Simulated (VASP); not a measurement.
Input of a VASP 6.6.1 run:

The input INCAR:

```
SYSTEM = SnSe2
PREC     = Accurate       ! precision mode
ENCUT    = 520            ! plane-wave cutoff, eV
EDIFF    = 1E-6           ! SCF threshold, eV
ISMEAR   = 0              ! smearing method
SIGMA    = 0.01           ! smearing width, eV
LREAL    = .FALSE.        ! projectors in reciprocal space
LASPH    = .TRUE.         ! aspherical terms in the spheres
NELM     = 60             ! most SCF steps
ALGO     = Normal         ! electronic algorithm
ISIF     = 2              ! what is computed and relaxed
LWAVE    = .FALSE.        ! write WAVECAR
LCHARG   = .FALSE.        ! write CHGCAR
GGA      = PE             ! functional
NBANDS   = 35             ! bands
```

File KPOINTS:

```
regular mesh
0
G
  6 6 6
  0 0 0
```

File POSCAR:

```
SnSe2
1.0
   -2.7888464243      2.7888464243      5.5130700062
    2.7888464243     -2.7888464243      5.5130700062
    2.7888464243      2.7888464243     -5.5130700062
Sn Se
2 4
Direct
    0.7500000000      0.2500000000      0.5000000000
    0.0000000000      0.0000000000      0.0000000000
    0.5217810931      0.0217810931      0.5000000000
    0.7717810931      0.7717810931      0.0000000000
    0.2282189069      0.2282189069      0.0000000000
    0.9782189069      0.4782189069      0.5000000000
```

Potentials or basis: VASP PAW PBE potentials, release 64 (Sn_d, Se).

Command:

```bash
$ cat potpaw_PBE.64/Sn_d/POTCAR potpaw_PBE.64/Se/POTCAR > POTCAR
$ mpirun -np 1 vasp_std > vasp.out
```

**Question.** Estimate the largest force.

**Answer.** 0.465 eV/Å.

**Question.** Predict the band gap on the k mesh.

**Answer.** 0.41 eV (least direct gap 0.61 eV).

**Question.** Estimate the pressure.

**Answer.** 3.6 GPa.

Forces on the atoms (eV/Å):
```
Sn   0.000  0.000  0.000
Sn   0.000  0.000  0.000
Se   0.000  0.000 -0.465
Se   0.000  0.000 -0.465
Se   0.000  0.000  0.465
Se   0.000  0.000  0.465
```

Caveat: the cell stands under pressure; semilocal functionals underestimate gaps, and a narrow one can read as zero; spin-orbit coupling is left out, which moves the levels of the heavy elements. A k mesh can miss the band edges.
